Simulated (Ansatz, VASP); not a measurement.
# SnO2: VASP beside Ansatz

INCAR

```
PREC = Accurate
ENCUT = 520
EDIFF = 1E-7
ISMEAR = 0
SIGMA = 0.05
LREAL = False
LASPH = True
NELM = 100
ALGO = Normal
ISIF = 2
LWAVE = False
LCHARG = False
GGA = PE
NBANDS = 64
```

File KPOINTS:

```
regular mesh
0
Gamma
  6 6 6
```

Contents of POSCAR:

```
SnO2
1.0
    4.8172869020      0.0000000000      0.0000000000
    0.0000000000      6.2194855154      0.0000000000
    0.0000000000      0.0000000000      5.3353277256
Sn O
4 8
Direct
    0.5000000000      0.6651654903      0.7500000000
    0.0000000000      0.8348345097      0.2500000000
    0.5000000000      0.3348345097      0.2500000000
    0.0000000000      0.1651654903      0.7500000000
    0.7301204269      0.6070551965      0.0781681516
    0.2301204269      0.8929448035      0.9218318484
    0.7698795731      0.8929448035      0.5781681516
    0.2698795731      0.6070551965      0.4218318484
    0.7301204269      0.3929448035      0.5781681516
    0.2301204269      0.1070551965      0.4218318484
    0.7698795731      0.1070551965      0.0781681516
    0.2698795731      0.3929448035      0.9218318484
```

Input for Ansatz:

```yaml
crystal:
  lattice:
    - [4.817286902, 0.0, 0.0]
    - [0.0, 6.2194855154, 0.0]
    - [0.0, 0.0, 5.3353277256]
  atoms:
    - { symbol: Sn, position: [0.5, 0.6651654903, 0.75] }
    - { symbol: Sn, position: [0.0, 0.8348345097, 0.25] }
    - { symbol: Sn, position: [0.5, 0.3348345097, 0.25] }
    - { symbol: Sn, position: [0.0, 0.1651654903, 0.75] }
    - { symbol: O, position: [0.7301204269, 0.6070551965, 0.0781681516] }
    - { symbol: O, position: [0.2301204269, 0.8929448035, 0.9218318484] }
    - { symbol: O, position: [0.7698795731, 0.8929448035, 0.5781681516] }
    - { symbol: O, position: [0.2698795731, 0.6070551965, 0.4218318484] }
    - { symbol: O, position: [0.7301204269, 0.3929448035, 0.5781681516] }
    - { symbol: O, position: [0.2301204269, 0.1070551965, 0.4218318484] }
    - { symbol: O, position: [0.7698795731, 0.1070551965, 0.0781681516] }
    - { symbol: O, position: [0.2698795731, 0.3929448035, 0.9218318484] }
basis:
  ecutwfc: 520.0
kpoints:
  mp_grid: { grid: [6, 6, 6] }
hamiltonian:
  xc: pbe
  pseudopotentials: { kind: paw, azcp: { folder: soft_1 } }
scf:
  occupations: { method: gaussian, width: 0.05 }
output:
  forces: true
  stress: true
  eigenvalues: true
```

Change from the starting cell: volume 13.321 Å^3 an atom, stretch along b over the lengths across it, relative to the relaxed cell 1.0620.

Alike in both runs: task single point; functional PBE; k mesh 6 × 6 × 6; occupations gaussian, width 0.05 eV; no spin polarisation.

```csv
,VASP,Ansatz
version,VASP 6.6.1,Ansatz 0.2.0
potentials or method,"VASP PAW PBE potentials, release 64 (Sn_d, O), cutoff 520 eV","scalar-relativistic, plane waves, PAW"
valence electrons in the cell,104,104
```

```csv
,VASP,Ansatz,Ansatz less VASP
gap on the k mesh at the Fermi level (eV),0.28,0.29,+0.012
least direct gap on the mesh (eV),0.28,0.29,+0.012
pressure (GPa),-10.7,-11.1,-0.44
"traceless stress, the component that is largest in VASP (GPa)",-4.66,-4.59,+0.070
rms of the force components (eV/Å),0.096,0.101,+0.0052
```

Atom by atom the forces differ by 0.010 eV/Å (rms over components).
